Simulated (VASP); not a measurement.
# FePt (P4/mmm) in VASP: single point with PBE

Aim: the single point of FePt with PBE.

Everything below comes from runs of VASP 6.6.1. Logs are shortened: lines on timing, memory, paths and dates and some standing lists are left out, and cuts for length are marked.

### 1 The cell of the first run

Symmetry: P4/mmm, No. 123, tetragonal system. Conventional cell: a = 2.728 Å, b = 2.728 Å, c = 3.768 Å, α = 90.00°, β = 90.00°, γ = 90.00°. Within 3.6 Å of Fe (site symmetry 4/mmm) lie 8 Pt at 2.70 Å and 4 Fe at 2.73 Å. Pt (site symmetry 4/mmm) has 8 Fe at 2.70 Å and 4 Pt at 2.73 Å within 3.6 Å.

### 2 Single point, PBE, collinear spin, ferromagnetic start

Contents of INCAR:

```
SYSTEM = FePt
PREC = Accurate
ENCUT = 600
EDIFF = 1E-6
ISMEAR = 0
SIGMA = 0.1
LREAL = .FALSE.
LASPH = .TRUE.
NELM = 200
ALGO = Normal
ISIF = 2
LWAVE = .FALSE.
LCHARG = .TRUE.
ISPIN = 2
MAGMOM = 3.31 0.43
LORBIT = 11
LMAXMIX = 4
GGA = PE
LELF = .TRUE.
LVHAR = .TRUE.
NBANDS = 20
GGA_COMPAT = .FALSE.
```

Contents of KPOINTS:

```
regular mesh
0
G
  16 16 12
  0 0 0
```

Contents of POSCAR:

```
FePt
1.0
    2.7284042985      0.0000000000      0.0000000000
    0.0000000000      2.7284042985      0.0000000000
    0.0000000000      0.0000000000      3.7677250394
Fe Pt
1 1
Direct
    0.0000000000      0.0000000000      0.0000000000
    0.5000000000      0.5000000000      0.5000000000
```

Potentials or basis: VASP PAW PBE potentials, release 64 (Fe, Pt).

Started as:

```
> cat potpaw_PBE.64/Fe/POTCAR potpaw_PBE.64/Pt/POTCAR > POTCAR
> mpirun -np 1 vasp_std > vasp.out
```

OUTCAR:

```text
SYSTEM = FePt
   PREC = Accurate
   ENCUT = 600
   EDIFF = 1E-6
   ISMEAR = 0
   LREAL = .FALSE.
   LASPH = .TRUE.
   NELM = 200
   ISIF = 2
   ISPIN = 2
   LORBIT = 11
   GGA = PE

 ion  position               nearest neighbor table
   1  0.000  0.000  0.000-   2 2.70   2 2.70   2 2.70   2 2.70   2 2.70   2 2.70   2 2.70   2 2.70

   2  0.500  0.500  0.500-   1 2.70   1 2.70   1 2.70   1 2.70   1 2.70   1 2.70   1 2.70   1 2.70

  LATTYP: Found a simple tetragonal cell.
 ALAT       =     2.7284042985
 C/A-ratio  =     1.3809262218

  Lattice vectors:

 A1 = (   2.7284042985,   0.0000000000,   0.0000000000)
 A2 = (   0.0000000000,   2.7284042985,   0.0000000000)
 A3 = (   0.0000000000,   0.0000000000,   3.7677250394)

Analysis of symmetry for initial positions (statically):
=====================================================================
 Subroutine PRICEL returns:
 Original cell was already a primitive cell.

 Routine SETGRP: Setting up the symmetry group for a
 simple tetragonal supercell.

 Subroutine GETGRP returns: Found 16 space group operations
 (whereof 16 operations were pure point group operations)
 out of a pool of 16 trial point group operations.

The static configuration has the point symmetry D_4h.

Analysis of symmetry for dynamics (positions and initial velocities):
=====================================================================
 Subroutine PRICEL returns:
 Original cell was already a primitive cell.

 Routine SETGRP: Setting up the symmetry group for a
 simple tetragonal supercell.

 Subroutine GETGRP returns: Found 16 space group operations
 (whereof 16 operations were pure point group operations)
 out of a pool of 16 trial point group operations.

The dynamic configuration has the point symmetry D_4h.

Analysis of structural, dynamic, and magnetic symmetry:
=====================================================================
 Subroutine PRICEL returns:
 Original cell was already a primitive cell.

 Routine SETGRP: Setting up the symmetry group for a
 simple tetragonal supercell.

 Subroutine GETGRP returns: Found 16 space group operations
 (whereof 16 operations were pure point group operations)
 out of a pool of 16 trial point group operations.

The overall configuration has the point symmetry D_4h.

 Subroutine INISYM returns: Found 16 space group operations
 (whereof 16 operations are pure point group operations),
 and found     1 'primitive' translations

----------------------------------------------------------------------------------------

                                     Primitive cell

  volume of cell :      28.0477

  direct lattice vectors                    reciprocal lattice vectors
     2.728404299  0.000000000  0.000000000     0.366514596  0.000000000  0.000000000
     0.000000000  2.728404299  0.000000000     0.000000000  0.366514596  0.000000000
     0.000000000  0.000000000  3.767725039     0.000000000  0.000000000  0.265412149

  length of vectors
     2.728404299  2.728404299  3.767725039     0.366514596  0.366514596  0.265412149

  position of ions in fractional coordinates (direct lattice)
     0.000000000  0.000000000  0.000000000
     0.500000000  0.500000000  0.500000000

  ion indices of the primitive-cell ions
   primitive index   ion index
                 1           1
                 2           2

----------------------------------------------------------------------------------------

 KPOINTS: regular mesh

Automatic generation of k-mesh.
 Grid dimensions read from file:
 generate k-points for:   16   16   12

 Generating k-lattice:

  Cartesian coordinates                     Fractional coordinates (reciprocal lattice)
     0.022907162  0.000000000  0.000000000     0.062500000  0.000000000  0.000000000
     0.000000000  0.022907162  0.000000000     0.000000000  0.062500000  0.000000000
     0.000000000  0.000000000  0.022117679     0.000000000  0.000000000  0.083333333

  Length of vectors
     0.022907162  0.022907162  0.022117679

  Shift w.r.t. Gamma in fractional coordinates (k-lattice)
     0.000000000  0.000000000  0.000000000

 Subroutine IBZKPT returns following result:
 ===========================================

 Found    315 irreducible k-points:

 Following reciprocal coordinates:
            Coordinates               Weight
  0.000000  0.000000  0.000000      1.000000
  0.062500  0.000000  0.000000      4.000000
  0.125000  0.000000  0.000000      4.000000
  0.187500  0.000000  0.000000      4.000000
  0.250000  0.000000  0.000000      4.000000
  0.312500  0.000000  0.000000      4.000000
[... 16 lines left out ...]
  0.437500  0.125000  0.000000      8.000000
  0.500000  0.125000  0.000000      4.000000
 [... further k-points ...]
   k-points           NKPTS =    315   k-points in BZ     NKDIM =    315   number of bands    NBANDS=     20
   number of dos      NEDOS =    301   number of ions     NIONS =      2
   total plane-waves  NPLWV =  17280
   dimension x,y,z NGX =    24 NGY =   24 NGZ =   30
   dimension x,y,z NGXF=    48 NGYF=   48 NGZF=   60
   ions per type =               1   1
   NGX,Y,Z   is equivalent  to a cutoff of  14.62, 14.62, 13.24 a.u.
   NGXF,Y,Z  is equivalent  to a cutoff of  29.25, 29.25, 26.47 a.u.
 SYSTEM =  FePt
   PREC   = accura    normal or accurate (medium, high low for compatibility)
   ISTART =      0    job   : 0-new  1-cont  2-samecut
   ICHARG =      2    charge: 1-file 2-atom 10-const
   ISPIN  =      2    spin polarized calculation?
   LNONCOLLINEAR =      F non collinear calculations
   LSORBIT =      F    spin-orbit coupling
   LASPH  =      T    aspherical Exc in radial PAW
   ENCUT  =  600.0 eV  44.10 Ry    6.64 a.u.   5.45  5.45  7.53*2*pi/ulx,y,z
   NELM   =    200;   NELMIN=  2; NELMDL= -5     # of ELM steps
   EDIFF  = 0.1E-05   stopping-criterion for ELM
   LREAL  =      F    real-space projection
   EDIFFG = 0.1E-04   stopping-criterion for IOM
   NSW    =      0    number of steps for IOM
   IBRION =     -1    ionic relax: 0-MD 1-quasi-New 2-CG
   NFREE  =      0    steps in history (QN), initial steepest desc. (CG)
   ISIF   =      2    stress and relaxation
   ISYM   =      2    0-nonsym 1-usesym 2-fastsym
   POTIM  = 0.5000    time-step for ionic-motion
   TEBEG  =    0.0;   TEEND  =   0.0 temperature during run
   PSTRESS=    0.0 pullay stress
   NELECT =      18.0000    total number of electrons
   NUPDOWN=      -1.0000    fix difference up-down
   EMIN   =  10.00;   EMAX   =-10.00  energy-range for DOS
   EFERMI =   0.00;   METHOD = LEGACY
   ISMEAR =     0;   SIGMA  =   0.10  broadening in eV -4-tet -1-fermi 0-gaus
   EFERMI_NEDOS =   21; number of points for ismear=-14 and -15
   IALGO  =     38    algorithm
   IMIX   =      4    mixing-type and parameters
     AMIX     =   0.40;   BMIX     =  1.00
     AMIX_MAG =   1.60;   BMIX_MAG =  1.00
  volume/ion in A,a.u.               =      14.02        94.64
  Fermi-wavevector in a.u.,A,eV,Ry     =   1.412104  2.668490 27.130542  1.994039
  Thomas-Fermi vector in A             =   2.533887
   LORBIT       =     11    0 simple, 1 ext, 2 COOP (PROOUT), +10 PAW based schemes
   GGA     = PE    functional components
   LHFCALC =     F    Hartree Fock is set to
   AEXX    =    0.0000 exact exchange contribution
   IVDW    =     0    specifies the selected vdW correction
   LEPSILON=     F    determine dielectric tensor
   LRPA    =     F    only Hartree local field effects (RPA)
 spin polarized calculation
 Gauss-broadening in eV      SIGMA  =   0.10
  energy-cutoff  :      600.00
  volume of cell :       28.05
 maximum number of plane-waves:       959
 NGX is ok and might be reduce to    24
   NGX = 11   NGY = 11   NGZ = 15

 number of electron      17.9999998 magnetization       3.2885503

 Free energy of the ion-electron system (eV)
  ---------------------------------------------------
  ext. energy  EPLUGINS =         0.00000000
  ---------------------------------------------------
  free energy    TOTEN  =       -14.80950369 eV

  energy without entropy =      -14.80348122  energy(sigma->0) =      -14.80649245

 E-fermi :   8.4707     XC(G=0): -12.9633

 val. band max:        8.4660828669   @ k =   0.5000   0.4375   0.0000
 cond. band min:       8.4800981218   @ k =   0.2500   0.0000   0.4167
 fundamental gap:      0.0140152548
 Fermi energy:         8.4706980376

 spin component 1

 k-point     1 :       0.0000    0.0000    0.0000
  band No.  band energies     occupation
      1      -0.9840      1.00000
      2       2.2386      1.00000
      3       2.4195      1.00000
      4       5.0946      1.00000
      5       5.0946      1.00000
      6       5.5338      1.00000
[... 12 lines left out ...]
     19      29.9504      0.00000
     20      29.9504      0.00000
[... 507 lines left out ...]
 k-point    24 :       0.5000    0.1250    0.0000
  band No.  band energies     occupation
      1       2.8763      1.00000
      2       3.5759      1.00000
      3       3.7505      1.00000
      4       4.0382      1.00000
      5       4.5570      1.00000
      6       5.0658      1.00000
[... 12 lines left out ...]
     19      30.0900      0.00000
     20      31.4868      0.00000

 [... further k-points ...]

 spin component 2

 k-point     1 :       0.0000    0.0000    0.0000
  band No.  band energies     occupation
      1      -0.8544      1.00000
      2       2.7976      1.00000
      3       2.8110      1.00000
      4       6.1898      1.00000
      5       6.1898      1.00000
      6       7.6742      1.00000
[... 12 lines left out ...]
     19      30.0570      0.00000
     20      30.0570      0.00000
[... 507 lines left out ...]
 k-point    24 :       0.5000    0.1250    0.0000
  band No.  band energies     occupation
      1       3.0325      1.00000
      2       3.9025      1.00000
      3       4.3207      1.00000
      4       4.4006      1.00000
      5       5.8837      1.00000
      6       6.5004      1.00000
[... 12 lines left out ...]
     19      30.7169      0.00000
     20      31.8392      0.00000

 [... further k-points ...]
[... 5 lines left out ...]
  --------------------------------------------------------------------------------------
  -------------------------------------------------------------------------------------
  Total       -0.0741271     -0.0741271     -0.0693380      0.0000000      0.0000000     -0.0000000
  in kB       -4.2343885     -4.2343885     -3.9608195      0.0000000      0.0000000     -0.0000000
  external PRESSURE =      -4.1431988 kB  Pullay stress =       0.0000000 kB

 VOLUME and BASIS-vectors are now :
 -----------------------------------------------------------------------------
  energy-cutoff  :      600.00
  volume of cell :       28.05
      direct lattice vectors                 reciprocal lattice vectors
     2.728404299  0.000000000  0.000000000     0.366514596  0.000000000  0.000000000
     0.000000000  2.728404299  0.000000000     0.000000000  0.366514596  0.000000000
     0.000000000  0.000000000  3.767725039     0.000000000  0.000000000  0.265412149

 POSITION                                       TOTAL-FORCE (eV/Angst)
 -----------------------------------------------------------------------------------
      0.00000      0.00000      0.00000         0.000000      0.000000      0.000000
      1.36420      1.36420      1.88386         0.000000      0.000000      0.000000
 -----------------------------------------------------------------------------------
    total drift:                                0.000000      0.000000     -0.000000

  FREE ENERGIE OF THE ION-ELECTRON SYSTEM (eV)
  ---------------------------------------------------
  free  energy   TOTEN  =       -14.8095036900 eV

  energy  without entropy=      -14.8034812186  energy(sigma->0) =      -14.80649245

 total charge

# of ion       s       p       d       tot
------------------------------------------
    1        0.403   0.437   6.111   6.952
    2        0.707   0.646   8.047   9.401
--------------------------------------------------
tot          1.110   1.084  14.159  16.353

 magnetization (x)

# of ion       s       p       d       tot
------------------------------------------
    1        0.005  -0.007   2.949   2.947
    2       -0.025  -0.067   0.415   0.323
--------------------------------------------------
tot         -0.020  -0.074   3.364   3.269
```

It took 5.8 min on 1 thread of Intel Xeon Platinum 8259CL at 2.50GHz (Skylake/Cascade Lake), shared host; peak memory 0.44 GiB.

Results:

```yaml
Free_energy: -14.8095 eV
Pressure: -0.4 GPa
Net_moment: 3.29 μB per cell
Site_moments: Fe +2.95; Pt +0.32 μB
Valence_electrons_inside_the_program's_atomic_spheres: Fe 6.95; Pt 9.40
```

Caveat: spin-orbit coupling is left out, which moves the levels of the heavy elements.
